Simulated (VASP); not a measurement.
Wanted: the native input for a VASP 6.6.1 run.

```
Task                   : single point
Functional             : PBEsol
Potentials or basis    : VASP PAW PBE potentials, release 64 (Ge_d)
Cutoff                 : 520 eV
k mesh                 : 24 × 24 × 22
Occupations            : gaussian, width 0.15 eV
Spin                   : no spin polarisation
Dipole correction      : no
Further INCAR settings : ALGO = Normal; EDIFF = 1e-06; NBANDS = 13
```

The structure of Ge lies in POSCAR:

```
Ge
1.0
    1.3826056148     -2.5195012414      0.0000000000
    1.3826056148      2.5195012414      0.0000000000
    0.0000000000      0.0000000000      2.6427277819
Ge
1
Direct
    0.5000000000      0.5000000000      0.0000000000
```

The input as run:

INCAR

```
PREC = Accurate ; ENCUT = 520
EDIFF = 1E-6 ; ISMEAR = 0
SIGMA = 0.15 ; LREAL = False
LASPH = True ; NELM = 80
ALGO = Normal ; ISIF = 2
LWAVE = False ; LCHARG = False
GGA = PS ; NBANDS = 13
```

KPOINTS

```
regular mesh
0
Gamma
  24 24 22
```

Potentials or basis: VASP PAW PBE potentials, release 64 (Ge_d).

Command:

```console
$ cat potpaw_PBE.64/Ge_d/POTCAR > POTCAR
$ mpirun -np 1 vasp_std > vasp.out
```

It gave:

```
Pressure               : -0.1 GPa
Band gap on the k mesh : zero (bands 7 and 8 overlap by 10.64 eV)
```

Caveat: the PAW data sets were made with another functional, which shifts forces and pressure a little.

Run time: 2.2 min on 1 thread of AMD EPYC 9R45 96-Core Processor (Zen 5) (shared host), peak memory 0.46 GiB.
